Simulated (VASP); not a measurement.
## PbSe: single point with r2SCAN

Crystal: PbSe.

```
CELL_PARAMETERS angstrom
0.00000 3.04260 3.04260
3.04260 0.00000 3.04260
3.04260 3.04260 0.00000
ATOMIC_POSITIONS crystal
Pb 0.00000 0.00000 0.00000
Se 0.50000 0.50000 0.50000
```

```
Program                : VASP 6.6.1
Task                   : single point
Functional             : r2SCAN
Potentials or basis    : VASP PAW PBE potentials, release 64 (Pb_d, Se)
Cutoff                 : 520 eV
k mesh                 : 7 × 7 × 7
Occupations            : fermi-dirac, width 0.1 eV
Spin                   : no spin polarisation
Dipole correction      : no
Further INCAR settings : ALGO = Normal; EDIFF = 1e-07; NBANDS = 17
```

* Pressure: 2.6 GPa

Levels at points of the mesh, in eV from the Fermi level:
```tsv
k point	band 7	band 8	band 9	band 10	band 11	band 12	band 13	band 14
(0.00, 0.00, 0.00)	-6.65	-2.44	-2.44	-2.44	4.75	4.75	4.75	6.59
```

Run time: 37 s on 1 thread of Intel(R) Xeon(R) Platinum 8559C (Emerald Rapids), on a shared host, peak memory 0.19 GiB.

Caveat: this odd mesh misses L, where the gap lies, so gap, dielectric constants and Born charges aren't listed; the PAW data sets were made with another functional, which shifts forces and pressure a little; spin-orbit coupling is left out, which moves the levels of the heavy elements.
